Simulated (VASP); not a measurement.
Write the native input for VASP 6.6.1 that does the following.

```yaml
Task: G0W0 quasiparticle levels
Functional: PBE
Potentials_or_basis: VASP PAW PBE potentials, release 64 (B_GW, As_GW, Al_GW)
Cutoff: 500 eV
k_mesh: 4 × 4 × 2
Occupations: gaussian, width 0.01 eV
Spin: no spin polarisation
Dipole_correction: no
GW_scheme: G0W0
GW_iterations: 1
Cutoff_of_the_response_function: 80
Frequency_points: 48
Empty_bands: 117
Further_INCAR_settings: ALGO = EVGW0; EDIFF = 1e-08; NBANDS = 125
```

AlBAs2:

```
B As Al
1.0
     3.66088    0.00000    0.00000
     0.00000    3.66088    0.00000
     0.00000    0.00000    5.41298
B As Al
1 2 1
Direct
  0.00000 0.00000 0.00000
  0.00000 0.50000 0.21287
  0.50000 0.00000 0.78713
  0.50000 0.50000 0.50000
```

These files were run (other wordings do the same):

POSCAR

```
AlBAs2
1.0
    3.6608835458      0.0000000000      0.0000000000
    0.0000000000      3.6608835458      0.0000000000
    0.0000000000      0.0000000000      5.4129837943
B As Al
1 2 1
Direct
    0.0000000000      0.0000000000      0.0000000000
    0.0000000000      0.5000000000      0.2128693900
    0.5000000000      0.0000000000      0.7871306100
    0.5000000000      0.5000000000      0.5000000000
```

INCAR.step1

```
SYSTEM = AlBAs2
PREC = Accurate
ENCUT = 500
EDIFF = 1E-8
ISMEAR = 0
SIGMA = 0.01
LREAL = .FALSE.
LASPH = .TRUE.
NELM = 60
ALGO = Normal
LWAVE = .TRUE.
LCHARG = .FALSE.
GGA = PE
```

INCAR.step2

```
SYSTEM = AlBAs2
PREC = Accurate
ENCUT = 500
EDIFF = 1E-8
ISMEAR = 0
SIGMA = 0.01
LREAL = .FALSE.
LASPH = .TRUE.
NELM = 1
ALGO = Exact
LWAVE = .TRUE.
LCHARG = .FALSE.
GGA = PE
NBANDS = 125
LOPTICS = .TRUE.
ISTART = 1
```

INCAR.step3

```
SYSTEM = AlBAs2
PREC = Accurate
ENCUT = 500
EDIFF = 1E-8
ISMEAR = 0
SIGMA = 0.01
LREAL = .FALSE.
LASPH = .TRUE.
ALGO = EVGW0
LWAVE = .FALSE.
LCHARG = .FALSE.
GGA = PE
NELMGW = 1
NBANDS = 125
ENCUTGW = 80.0
NOMEGA = 48
PRECFOCK = Fast
ISTART = 1
NBANDSGW = 16
```

KPOINTS

```
regular mesh
0
G
  4 4 2
  0 0 0
```

Potentials or basis: VASP PAW PBE potentials, release 64 (B_GW, As_GW, Al_GW).

The run is started by

```sh
$ cat potpaw_PBE.64/B_GW/POTCAR potpaw_PBE.64/As_GW/POTCAR potpaw_PBE.64/Al_GW/POTCAR > POTCAR
$ cp INCAR.step1 INCAR
$ mpirun -np 1 vasp_std > vasp.out
$ cp INCAR.step2 INCAR
$ mpirun -np 1 vasp_std > vasp.out
$ cp INCAR.step3 INCAR
$ mpirun -np 1 vasp_std > vasp.out
```

Results of the run:

* Band gap on the k mesh, mean-field level: 0.68 eV, indirect (least direct gap 0.72 eV)
* Quasiparticle gap: 1.18 eV
* Least direct quasiparticle gap: 1.18 eV

Caveat: the k points lie up to 0.58 Å⁻¹ apart; bands, screening cutoff and mesh are small and nothing is extrapolated, so the quasiparticle values aren't converged.

Run time: 8.3 min on 1 thread of Intel Xeon 8259CL, with other jobs on the host, peak memory 1.2 GiB.
